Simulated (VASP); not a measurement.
Al3GaN4: single point with LDA

Al3GaN4:

```
Al Ga N
1.0
     5.03769    0.00000    0.00000
     0.00000    3.12544    0.00000
    -0.00336    0.00000    5.41117
Al Ga N
3 1 4
Direct
  0.50010 0.50000 0.16728
  0.00076 0.50000 0.83496
  0.00089 0.00000 0.33158
  0.49971 0.00000 0.66616
  0.11014 0.00000 0.66630
  0.12259 0.50000 0.16717
  0.62590 0.50000 0.84128
  0.62351 0.00000 0.32526
```

```json
{
 "Program": "VASP 6.6.1",
 "Task": "single point",
 "Functional": "LDA",
 "Potentials or basis": "VASP PAW LDA potentials, release 64 (Al, Ga_d, N)",
 "Cutoff": "520 eV",
 "k mesh": "6 × 8 × 6",
 "Occupations": "gaussian, width 0.05 eV",
 "Spin": "no spin polarisation"
}
```

* Pressure: -3.5 GPa
* Largest force: 0.182 eV/Å
* Band gap on the k mesh: 3.60 eV

Forces on the atoms (eV/Å):
```
Al  -0.010  0.000  0.012
Al   0.017  0.000  0.010
Al   0.014  0.000 -0.010
Ga  -0.018  0.000  0.006
N    0.137  0.000 -0.002
N    0.006  0.000  0.000
N   -0.103  0.000 -0.151
N   -0.043  0.000  0.134
```

Stress tensor (GPa, compression positive):
```
-3.41  0.00 -0.03
 0.00 -3.58  0.00
-0.03  0.00 -3.64
```

Levels at points of the mesh, in eV from the valence-band top:
```
           k point  band 19  band 20  band 21  band 22  band 23  band 24
(0.00, 0.00, 0.00)    -0.09     0.00     0.00     3.60     5.44     5.88
(0.50, 0.00, 0.00)    -0.64    -0.33    -0.27     4.82     5.21     5.68
(0.00, 0.50, 0.00)    -1.83    -1.57    -1.49     5.62     5.63     7.57
(0.50, 0.50, 0.00)    -1.17    -1.15    -0.89     6.10     6.47     6.48
(0.00, 0.00, 0.50)    -0.54    -0.41    -0.20     5.52     5.83     6.92
(0.50, 0.00, 0.50)    -1.14    -1.12    -0.75     5.86     6.14     6.32
(0.00, 0.50, 0.50)    -1.86    -0.78    -0.63     5.14     5.58     5.74
(0.50, 0.50, 0.50)    -1.43    -1.41    -1.18     4.67     5.10     5.13
```

Wall time 5.2 min on 1 thread of Intel Xeon 8259CL, with other jobs on the host, peak memory 0.33 GiB.

Caveat: the cell stands under tension. A k mesh can miss the band edges.
